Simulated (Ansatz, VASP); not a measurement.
GaRe2Sb3 in VASP and in Ansatz

```
Ga Re Sb
1.0
     6.23123    0.00000    0.00000
    -3.11561    5.39640    0.00000
     0.00000    0.00000    5.01684
Ga Re Sb
1 2 3
Direct
  0.00000 0.00000 0.50000
  0.33333 0.66667 0.50000
  0.33333 0.66667 0.00000
  0.51266 0.48734 0.50000
  0.51266 0.02532 0.50000
  0.97468 0.48734 0.50000
```

Alike in both runs: task single point; functional PBE; k mesh 3 × 3 × 4; occupations gaussian, width 0.1 eV; no spin polarisation.

```csv
,VASP,Ansatz
version,VASP 6.6.1,Ansatz 0.2.0
potentials or method,"VASP PAW PBE potentials, release 64 (Ga_d, Re, Sb), cutoff 520 eV","scalar-relativistic, plane waves, PAW"
valence electrons in the cell,42,88
```

|  | VASP | Ansatz | Ansatz less VASP |
| --- | --- | --- | --- |
| gap on the k mesh at the Fermi level (eV) | none | none | - |
| rms of the force components (eV/Å) | 10.477 | 11.723 | +1.2459 |

Atom by atom the forces differ by 1.246 eV/Å (rms over components). A gap of «none» marks a metal or a gap that the smearing closes. VASP's potentials hold 42 valence electrons a cell and Ansatz's 88, so a difference there can come from the potentials and not from the codes.

The k mesh is coarse, so the values compare programs but aren't converged. Neither program's run includes spin-orbit coupling.
